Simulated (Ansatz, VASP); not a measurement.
**One calculation of TiI2, two programs**

```
Ti I
1.0
     3.41623    0.00000    0.00000
     0.00000    3.41623    0.00000
     0.00000    0.00000   18.00000
Ti I
1 2
Cartesian
  0.0000 0.0000 9.0000
  1.7081 1.7081 10.6606
  1.7081 1.7081 7.3394
```

Change from the starting cell: species swapped into a sheet of the NdI2 type.

Alike in both runs: task single point; functional PBE; k mesh 6 × 6 × 1; occupations gaussian, width 0.1 eV; collinear spin.

|  | VASP | Ansatz |
| --- | --- | --- |
| version | VASP 6.6.1 | Ansatz 0.2.0 |
| potentials or method | VASP PAW PBE potentials, release 64 (Ti_sv, I), cutoff 520 eV | scalar-relativistic, plane waves, PAW |
| valence electrons in the cell | 26 | 46 |

VASP gave:

* gap on the k mesh at the Fermi level (eV): none
* rms of the force components (eV/Å): 0.304
* net moment per atom (μB): 0.11
* size of the moment on the site where the two differ most (μB): 0.26

Problem. Which values does Ansatz return?

Solution. gap on the k mesh at the Fermi level (eV): none; rms of the force components (eV/Å): 0.307; net moment per atom (μB): 0.11; size of the moment on the site where the two differ most (μB): 0.29.

Site moments also hang on the region over which each program counts them. Atom by atom the forces differ by 0.003 eV/Å (rms over components). A gap of «none» marks a metal or a gap that the smearing closes. The functional is the same, so the differences come from potentials, cutoffs and numerics. VASP's potentials hold 26 valence electrons a cell and Ansatz's 46, so a difference there can come from the potentials and not from the codes. Ansatz's warnings: slab cell height set.

Spin-orbit coupling is off throughout.
